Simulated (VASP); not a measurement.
Set up this calculation in VASP 6.6.1, as the native input.

```
Task                   : relaxation of cell and atoms
Functional             : PBE
Potentials or basis    : VASP PAW PBE potentials, release 64 (Al, Co)
Cutoff                 : 600 eV
k mesh                 : 6 × 6 × 4
Occupations            : gaussian, width 0.1 eV
Spin                   : collinear spin, ferromagnetic start
Starting moments       : [0.0, 3.0] μB
Dipole correction      : no
Further INCAR settings : ALGO = Normal; EDIFF = 1e-07; IBRION = 2; EDIFFG = -0.04; NSW = 90; ISIF = 3
```

The structure of AlCo lies in POSCAR:

```
AlCo
1.0
    2.7032578300      0.0000000000      0.0000000000
   -1.3516289100      2.3410899500      0.0000000000
    0.0000000000      0.0000000000      4.1051371800
Al Co
1 1
Direct
    0.0000000000      0.0000000000      0.5000000000
    0.6666666700      0.3333333300      0.0000000000
```

The cell was built from a structure type or drawn by symmetry, and may not be a known phase.

These files were run (other wordings do the same):

INCAR

```
  PREC = Accurate
  ENCUT = 600
  EDIFF = 1E-7
  ISMEAR = 0
  SIGMA = 0.1
  LREAL = F
  LASPH = T
  NELM = 150
  ALGO = Normal
  ISIF = 3
  LWAVE = F
  LCHARG = F
  ISPIN = 2
  MAGMOM = 0 3
  LORBIT = 11
  LMAXMIX = 4
  GGA = PE
  IBRION = 2
  NSW = 90
  EDIFFG = -0.04
```

KPOINTS

```
regular mesh
0
Gamma
  6 6 4
```

Potentials or basis: VASP PAW PBE potentials, release 64 (Al, Co).

Command:

```bash
$ cat potpaw_PBE.64/Al/POTCAR potpaw_PBE.64/Co/POTCAR > POTCAR
$ mpirun -np 1 vasp_std > vasp.out
```

Results of the run:

The relaxed volume is 12.31 Å³/atom, the relaxed cell is a = 2.768 Å, b = 2.768 Å, c = 3.711 Å, α = 90.00°, β = 90.00°, γ = 120.00° and the space group after relaxing (to 0.1 Å) is P-6m2 (No. 187). The energy gained by relaxing is 60.6 meV/atom and the ionic steps are 13. The pressure after relaxing is 0.0 GPa, the net moment is 0.44 μB per cell and the site moments are Al -0.01; Co +0.50 μB. The valence electrons inside the program's atomic spheres are Al 0.84; Co 8.33.

Caveat: the k points lie up to 0.44 Å⁻¹ apart in the final cell.

Run time: 4.5 min on 1 thread of Intel Xeon 8259CL, with other jobs on the host, peak memory 0.19 GiB.
